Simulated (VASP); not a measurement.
A run of VASP 6.6.1:

File INCAR:

```
SYSTEM = TiB2
PREC = Accurate ; ENCUT = 600
EDIFF = 1E-6 ; ISMEAR = 0
SIGMA = 0.1 ; LREAL = .False.
LASPH = .True. ; NELM = 100
ALGO = Normal ; ISIF = 4
LWAVE = .False. ; LCHARG = .False.
GGA = PS ; IBRION = 2
NSW = 50 ; EDIFFG = -0.01
```

File KPOINTS:

```
regular mesh
0
Gamma
  18 18 14
  0 0 0
```

File POSCAR:

```
TiB2
1.0
    3.0470818241      0.0000000000      0.0000000000
   -1.5235409120      2.6388502670      0.0000000000
    0.0000000000      0.0000000000      3.2173453946
Ti B
1 2
Direct
    0.0000000000      0.0000000000      0.0000000000
    0.3333333333      0.6666666667      0.5000000000
    0.6666666667      0.3333333333      0.5000000000
```

Potentials or basis: VASP PAW PBE potentials, release 64 (Ti_sv, B).

Run with:

```console
$ cat potpaw_PBE.64/Ti_sv/POTCAR potpaw_PBE.64/B/POTCAR > POTCAR
$ mpirun -np 1 vasp_std > vasp.out
```

Hardware: 1 thread of Intel Xeon 8259CL, on a shared host.

Problem. How long does it take, and how much memory?

Solution. Run time: 2.9 min on 1 thread of Intel Xeon 8259CL, with other jobs on the host, peak memory 0.25 GiB. Counts: scf iterations 20, k points 296, ion steps 2.
